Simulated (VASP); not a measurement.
The system is Ag.

```
CELL_PARAMETERS angstrom
4.58504 0.00000 0.00000
-2.29252 3.97076 0.00000
0.00000 0.00000 2.81063
ATOMIC_POSITIONS crystal
Ag 0.00000 0.00000 0.00000
Ag 0.33333 0.66667 0.50000
Ag 0.66667 0.33333 0.50000
```

| Item | Value |
| --- | --- |
| Program | VASP 6.6.1 |
| Task | relaxation of cell and atoms |
| Functional | BLYP |
| Potentials or basis | VASP PAW PBE potentials, release 64 (Ag) |
| Cutoff | 600 eV |
| k mesh | 8 × 8 × 11 |
| Occupations | fermi-dirac, width 0.1 eV |
| Spin | no spin polarisation |

At the start: pressure 14.8 GPa; volume 17.06 Å³/atom.

**Question.** How do energy, volume and symmetry change on relaxing?

**Answer.** Over 6 steps the energy falls by 108.3 meV/atom and the volume is 19.77 Å³/atom (+15.9 %); space group P6/mmm (No. 191, to 0.05 Å).

The path:
```
step  energy change (eV)  largest force (eV/Å)  pressure (GPa)  volume (Å³)
   1              0.0000                0.0000           14.79        51.17
   2             -0.2665                0.0000           -3.83        63.73
   3             -0.3240                0.0000            0.02        59.23
   4             -0.3239                0.0000           -0.15        59.40
   5             -0.3248                0.0000           -0.12        59.36
   6             -0.3250                0.0000           -0.07        59.32
```

Final structure:
```xyz
3
Lattice="4.8545 0.0000 0.0000 -2.4273 4.2041 0.0000 0.0000 0.0000 2.9067" Properties=species:S:1:pos:R:3 pbc="T T T"
Ag    0.0000    0.0000    2.9067
Ag    0.0000    2.8028    1.4533
Ag    2.4273    1.4014    1.4533
```

Caveat: the volume moved by over 15 % at a fixed basis, so the end points are rough; the PAW data sets were made with another functional, which shifts forces and pressure a little.
